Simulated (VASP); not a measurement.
Crystal: AlH4.

```
Al H
1.0
     2.59589    0.00000    0.00000
    -0.01057    3.64843    0.00000
    -0.22584   -1.52401    9.88397
Al H
2 8
Direct
  0.89435 0.59114 0.26403
  0.91372 0.15349 0.70858
  0.90732 0.41124 0.39898
  0.42433 0.20400 0.82884
  0.91027 0.90244 0.03794
  0.91390 0.65442 0.71244
  0.38639 0.36482 0.15934
  0.40341 0.10402 0.59202
  0.39757 0.91101 0.28907
  0.84874 0.70341 0.00876
```

* Program: VASP 6.6.1
* Task: relaxation of cell and atoms
* Functional: PBE
* Potentials or basis: VASP PAW PBE potentials, release 64 (Al, H)
* Cutoff: 600 eV
* k mesh: 6 × 6 × 2
* Occupations: gaussian, width 0.1 eV
* Spin: no spin polarisation

At the start: pressure 0.1 GPa; volume 9.36 Å³/atom.

Problem. How do energy, volume and symmetry change on relaxing?

Solution. Over 58 steps the energy falls by 3.1 meV/atom and the volume is 10.53 Å³/atom (+12.4 %); space group P1 (No. 1, to 0.1 Å) before and after.

The path:
```csv
step,energy change (eV),largest force (eV/Å),pressure (GPa),volume (Å³)
1,0.0000,0.1357,0.15,93.61
3,-0.0034,0.2079,0.11,93.89
5,-0.0052,0.1179,-0.04,94.09
7,-0.0069,0.0631,0.13,94.18
9,-0.0075,0.0560,0.16,94.28
11,-0.0091,0.1803,0.18,94.99
13,-0.0100,0.1253,0.19,94.91
15,-0.0121,0.2628,0.33,95.87
17,-0.0135,0.1740,0.28,96.28
19,-0.0144,0.1624,0.19,97.05
21,-0.0167,0.0824,0.09,97.38
23,-0.0193,0.0784,0.01,98.01
25,-0.0202,0.0897,0.05,98.24
27,-0.0207,0.1572,0.02,99.21
29,-0.0224,0.0926,0.02,98.95
31,-0.0231,0.0842,0.08,99.11
33,-0.0242,0.0692,0.17,99.52
35,-0.0249,0.0684,0.03,100.03
37,-0.0251,0.0582,0.01,100.15
39,-0.0259,0.0800,-0.16,101.37
41,-0.0263,0.0512,-0.10,101.18
43,-0.0270,0.1133,-0.06,101.63
45,-0.0276,0.1214,-0.09,102.41
47,-0.0281,0.0817,-0.04,102.30
49,-0.0289,0.0874,0.33,103.49
51,-0.0297,0.0442,0.20,103.50
53,-0.0306,0.0782,0.03,104.62
55,-0.0306,0.0832,-0.01,104.73
57,-0.0311,0.0427,-0.10,105.23
58,-0.0313,0.0355,-0.06,105.26
```

Final structure:
```cif
data_structure
_symmetry_space_group_name_H-M 'P 1'
_symmetry_Int_Tables_number 1
_cell_length_a 2.5958
_cell_length_b 3.6207
_cell_length_c 11.3600
_cell_angle_alpha 99.587
_cell_angle_beta 91.007
_cell_angle_gamma 90.038
_cell_volume 105.26
loop_
_atom_site_label
_atom_site_type_symbol
_atom_site_fract_x
_atom_site_fract_y
_atom_site_fract_z
_atom_site_occupancy
Al1 Al 0.89401 0.59897 0.26965 1
Al2 Al 0.91347 0.15292 0.70589 1
H1 H 0.90381 0.41138 0.38614 1
H2 H 0.42150 0.20649 0.81160 1
H3 H 0.93521 0.89113 0.03499 1
H4 H 0.91351 0.65397 0.70780 1
H5 H 0.38665 0.36233 0.17666 1
H6 H 0.40536 0.10044 0.60236 1
H7 H 0.39631 0.92098 0.29608 1
H8 H 0.83017 0.70137 0.00881 1
```
